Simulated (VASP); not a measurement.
# C (Fd-3m) in VASP: further runs

C is run at these levels: PBE+D3(BJ); tasks: single point, relaxation of cell and atoms.

Everything below comes from runs of VASP 6.6.1. Logs are shortened: lines on timing, memory, paths and dates and some standing lists are left out, and cuts for length are marked.

## 1. The cell of the first run

Symmetry: Fd-3m, No. 227, cubic system. The conventional cell has a = 3.557 Å, b = 3.557 Å, c = 3.557 Å, α = 90.00°, β = 90.00°, γ = 90.00°. C (site symmetry -43m) has 4 C at 1.54 Å within 2.1 Å.

## 2. Single point, PBE+D3(BJ)

Input file INCAR:

```
  ALGO = Normal
  EDIFF = 1E-6
  ENCUT = 600
  GGA = PE
  GGA_COMPAT = F
  ISIF = 2
  ISMEAR = 0
  IVDW = 12
  LASPH = T
  LCHARG = F
  LREAL = F
  LWAVE = F
  NBANDS = 11
  NELM = 120
  PREC = Accurate
  SIGMA = 0.02
```

Input file KPOINTS:

```
k-points
0
Gamma
  12 12 12
```

Input file POSCAR:

```
C
1.0
    0.0000000000      1.7784442573      1.7784442573
    1.7784442573      0.0000000000      1.7784442573
    1.7784442573      1.7784442573      0.0000000000
C
2
Direct
    0.0000000000      0.0000000000      0.0000000000
    0.2500000000      0.2500000000      0.2500000000
```

Potentials or basis: VASP PAW PBE potentials, release 64 (C).

The run is started by

```sh
cat potpaw_PBE.64/C/POTCAR > POTCAR
mpirun -np 1 vasp_std > vasp.out
```

OUTCAR:

```text
EDIFF = 1E-6
   ENCUT = 600
   GGA = PE
   ISIF = 2
   ISMEAR = 0
   IVDW = 12
   LASPH = T
   LREAL = F
   NELM = 120
   PREC = Accurate
 IVDW          = 12

 ion  position               nearest neighbor table
   1  0.000  0.000  0.000-   2 1.54   2 1.54   2 1.54   2 1.54
   2  0.250  0.250  0.250-   1 1.54   1 1.54   1 1.54   1 1.54

  LATTYP: Found a face centered cubic cell.
 ALAT       =     3.5568885146

  Lattice vectors:

 A1 = (   0.0000000000,   1.7784442573,   1.7784442573)
 A2 = (   1.7784442573,   0.0000000000,   1.7784442573)
 A3 = (   1.7784442573,   1.7784442573,   0.0000000000)

Analysis of symmetry for initial positions (statically):
=====================================================================
 Subroutine PRICEL returns:
 Original cell was already a primitive cell.

 Routine SETGRP: Setting up the symmetry group for a
 face centered cubic supercell.

 Subroutine GETGRP returns: Found 48 space group operations
 (whereof 24 operations were pure point group operations)
 out of a pool of 48 trial point group operations.

The static configuration has the point symmetry T_d .
 The point group associated with its full space group is O_h .

Analysis of symmetry for dynamics (positions and initial velocities):
=====================================================================
 Subroutine PRICEL returns:
 Original cell was already a primitive cell.

 Routine SETGRP: Setting up the symmetry group for a
 face centered cubic supercell.

 Subroutine GETGRP returns: Found 48 space group operations
 (whereof 24 operations were pure point group operations)
 out of a pool of 48 trial point group operations.

The dynamic configuration has the point symmetry T_d .
 The point group associated with its full space group is O_h .

 Subroutine INISYM returns: Found 48 space group operations
 (whereof 24 operations are pure point group operations),
 and found     1 'primitive' translations

----------------------------------------------------------------------------------------

                                     Primitive cell

  volume of cell :      11.2500

  direct lattice vectors                    reciprocal lattice vectors
     0.000000000  1.778444257  1.778444257    -0.281144600  0.281144600  0.281144600
     1.778444257  0.000000000  1.778444257     0.281144600 -0.281144600  0.281144600
     1.778444257  1.778444257  0.000000000     0.281144600  0.281144600 -0.281144600

  length of vectors
     2.515099989  2.515099989  2.515099989     0.486956732  0.486956732  0.486956732

[... 88 lines left out ...]
   POTIM  = 0.5000    time-step for ionic-motion
   TEBEG  =    0.0;   TEEND  =   0.0 temperature during run
   PSTRESS=    0.0 pullay stress
   NELECT =       8.0000    total number of electrons
   NUPDOWN=      -1.0000    fix difference up-down
   EMIN   =  10.00;   EMAX   =-10.00  energy-range for DOS
   EFERMI =   0.00;   METHOD = LEGACY
   ISMEAR =     0;   SIGMA  =   0.02  broadening in eV -4-tet -1-fermi 0-gaus
   EFERMI_NEDOS =   21; number of points for ismear=-14 and -15
   IALGO  =     38    algorithm
   IMIX   =      4    mixing-type and parameters
     AMIX     =   0.40;   BMIX     =  1.00
     AMIX_MAG =   1.60;   BMIX_MAG =  1.00
  volume/ion in A,a.u.               =       5.62        37.96
  Fermi-wavevector in a.u.,A,eV,Ry     =   1.461239  2.761341 29.051421  2.135219
  Thomas-Fermi vector in A             =   2.577594
   LORBIT       =      0    0 simple, 1 ext, 2 COOP (PROOUT), +10 PAW based schemes
   GGA     = PE    functional components
   LHFCALC =     F    Hartree Fock is set to
   AEXX    =    0.0000 exact exchange contribution
   IVDW    =    12    specifies the selected vdW correction
   LEPSILON=     F    determine dielectric tensor
   LRPA    =     F    only Hartree local field effects (RPA)
 non-spin polarized calculation
 Gauss-broadening in eV      SIGMA  =   0.02
  energy-cutoff  :      600.00
  volume of cell :       11.25
 maximum number of plane-waves:       388
   NGX =  9   NGY =  9   NGZ =  9

 number of electron       7.9999999 magnetization

 Free energy of the ion-electron system (eV)
  ---------------------------------------------------
  ext. energy  EPLUGINS =         0.00000000
  ---------------------------------------------------
  free energy    TOTEN  =       -18.18754264 eV

  energy without entropy =      -18.18754264  energy(sigma->0) =      -18.18754264

 E-fermi :   9.9390     XC(G=0): -13.2924

 val. band max:        9.8489136437   @ k =   0.0000   0.0000   0.0000
 cond. band min:      14.0212944437   @ k =   0.3333   0.3333   0.0000
 fundamental gap:      4.1723808000
 Fermi energy:         9.9389779588

 k-point     1 :       0.0000    0.0000    0.0000
  band No.  band energies     occupation
      1     -11.7394      2.00000
      2       9.8489      2.00000
      3       9.8489      2.00000
      4       9.8489      2.00000
      5      15.4620      0.00000
      6      15.4620      0.00000
      7      15.4620      0.00000
      8      23.3709      0.00000
      9      29.2504      0.00000
     10      36.4764      0.00000
     11      36.4764      0.00000
[... 309 lines left out ...]
 k-point    24 :      -0.4167    0.1667    0.0000
  band No.  band energies     occupation
      1      -5.5106      2.00000
      2      -2.7619      2.00000
      3       4.3401      2.00000
      4       6.2325      2.00000
      5      17.4206      0.00000
      6      20.1325      0.00000
      7      21.1611      0.00000
      8      25.3871      0.00000
      9      29.3887      0.00000
     10      34.1277      0.00000
     11      34.5720      0.00000

 [... further k-points ...]

------------------------ aborting loop because EDIFF is reached ----------------------------------------

 Edisp (eV)   -0.38578

 E8    (eV) :    -0.1111

  FORCE on cell =-STRESS in cart. coord.  units (eV):
  Direction    XX          YY          ZZ          XY          YZ          ZX
  --------------------------------------------------------------------------------------
  -------------------------------------------------------------------------------------
  Total       0.00181     0.00181     0.00181    -0.00000     0.00000    -0.00000
  in kB       0.25823     0.25823     0.25823    -0.00000     0.00000    -0.00000
  external pressure =        0.26 kB  Pullay stress =        0.00 kB

 VOLUME and BASIS-vectors are now :
 -----------------------------------------------------------------------------
  energy-cutoff  :      600.00
  volume of cell :       11.25
      direct lattice vectors                 reciprocal lattice vectors
     0.000000000  1.778444257  1.778444257    -0.281144600  0.281144600  0.281144600
     1.778444257  0.000000000  1.778444257     0.281144600 -0.281144600  0.281144600
     1.778444257  1.778444257  0.000000000     0.281144600  0.281144600 -0.281144600

 POSITION                                       TOTAL-FORCE (eV/Angst)
 -----------------------------------------------------------------------------------
      0.00000      0.00000      0.00000        -0.000000     -0.000000     -0.000000
      0.88922      0.88922      0.88922         0.000000      0.000000      0.000000
 -----------------------------------------------------------------------------------
    total drift:                                0.000000      0.000000      0.000000

  FREE ENERGIE OF THE ION-ELECTRON SYSTEM (eV)
  ---------------------------------------------------
  free  energy   TOTEN  =       -18.5733193989 eV

  energy  without entropy=      -18.5733193989  energy(sigma->0) =      -18.57331940
```

OSZICAR:

```text
N       E                     dE             d eps       ncg     rms          rms(c)
DAV:   1     0.126286280261E+01    0.12629E+01   -0.51612E+03  1640   0.803E+02
DAV:   2    -0.184564996429E+02   -0.19719E+02   -0.19156E+02  2117   0.131E+02
DAV:   3    -0.188406115956E+02   -0.38411E+00   -0.38275E+00  1877   0.138E+01
DAV:   4    -0.188413354372E+02   -0.72384E-03   -0.72383E-03  1671   0.703E-01
DAV:   5    -0.188413363132E+02   -0.87599E-06   -0.87600E-06  1864   0.240E-02    0.559E+00
DAV:   6    -0.183507359586E+02    0.49060E+00   -0.25558E-01  1620   0.357E+00    0.333E+00
DAV:   7    -0.181856528217E+02    0.16508E+00   -0.31251E-01  1686   0.400E+00    0.762E-01
DAV:   8    -0.181874826100E+02   -0.18298E-02   -0.87996E-03  1650   0.706E-01    0.438E-02
DAV:   9    -0.181875219058E+02   -0.39296E-04   -0.61260E-05  1888   0.634E-02    0.245E-02
DAV:  10    -0.181875425719E+02   -0.20666E-04   -0.15501E-05  1665   0.348E-02    0.527E-03
DAV:  11    -0.181875426447E+02   -0.72831E-07   -0.24958E-07  1407   0.461E-03
   1 F= -.18573319E+02 E0= -.18573319E+02  d E =-.305414E-13
```

stdout:

```text
POSCAR found type information on POSCAR C
 POSCAR found :  1 types and       2 ions
 scaLAPACK will be used
 LDA part: xc-table for (Slater+PW92), standard interpolation
 POSCAR, INCAR and KPOINTS ok, starting setup
 FFT: planning ... GRIDC
 FFT: planning ... GRID_SOFT
 FFT: planning ... GRID
 WAVECAR not read
 entering main loop
```

It took 12 s on 1 thread of AMD EPYC 7R43 (Zen 3), shared host; peak memory 0.1 GiB.

What came out:

| Property | Result |
| --- | --- |
| Free energy | -18.5733 eV |
| Pressure | 0.0 GPa |
| Band gap on the k mesh | 4.17 eV (least direct gap 5.61 eV) |
| Dispersion energy per atom | -0.193 eV |

## 3. Relaxation of cell and atoms, PBE+D3(BJ)

This run uses another cell than the first one, of 5.67 Å³/atom.

Input file INCAR:

```
PREC = Accurate
ENCUT = 600
EDIFF = 1E-7
ISMEAR = 0
SIGMA = 0.02
LREAL = False
LASPH = True
NELM = 120
ALGO = Normal
ISIF = 3
LWAVE = False
LCHARG = False
GGA = PE
IVDW = 12
IBRION = 2
NSW = 100
EDIFFG = -0.002
GGA_COMPAT = False
NELMIN = 4
```

Input file KPOINTS:

```
Automatic mesh
0
Gamma
  12 12 12
```

Input file POSCAR:

```
C
1.0
    0.0000000000      1.7833700000      1.7833700000
    1.7833700000      0.0000000000      1.7833700000
    1.7833700000      1.7833700000      0.0000000000
C
2
Direct
    0.0000000000      0.0000000000      0.0000000000
    0.2500000000      0.2500000000      0.2500000000
```

Potentials or basis: VASP PAW PBE potentials, release 64 (C).

The run is started by

```sh
cat potpaw_PBE.64/C/POTCAR > POTCAR
mpirun -np 1 vasp_std > vasp.out
```

Run time: 19 s. Hardware: 1 thread of AMD EPYC 7R43 (Zen 3), shared host; peak memory 0.1 GiB.

It converged, with:

```
Free energy                           : -18.5738 eV
Relaxed volume                        : 5.62 Å³/atom
Relaxed cell                          : a = 2.515 Å, b = 2.515 Å, c = 2.515 Å, α = 60.00°, β = 60.00°, γ = 60.00°
Space group after relaxing (to 0.1 Å) : Fd-3m (No. 227)
Energy gained by relaxing             : 0.5 meV/atom
Ionic steps                           : 3
Pressure after relaxing               : 0.0 GPa
Band gap on the k mesh                : 4.17 eV (least direct gap 5.61 eV)
Dispersion energy per atom            : -0.193 eV
```

Step by step:
```
step  energy change (eV)  largest force (eV/Å)  pressure (GPa)  volume (Å³)
   1              0.0000                0.0000           -3.60        11.34
   2              0.0006                0.0000            4.60        11.14
   3             -0.0011                0.0000            0.00        11.25
```

Final structure:
```
C
1.0
     0.00000    1.77845    1.77845
     1.77845    0.00000    1.77845
     1.77845    1.77845    0.00000
C
2
Direct
  0.00000 0.00000 0.00000
  0.25000 0.25000 0.25000
```

Levels at points of the mesh, in eV from the valence-band top:
```tsv
k point	band 1	band 2	band 3	band 4	band 5	band 6	band 7	band 8
(0.00, 0.00, 0.00)	-21.59	0.00	0.00	0.00	5.61	5.61	5.61	13.52
(0.50, 0.00, 0.00)	-15.77	-13.47	-2.82	-2.82	8.49	8.49	8.96	15.77
(0.50, 0.50, 0.00)	-12.82	-12.82	-6.35	-6.35	4.78	4.78	16.93	16.93
```

A k mesh can miss the band edges. A hybrid or GW would open this gap; PBE tends to underestimate it.
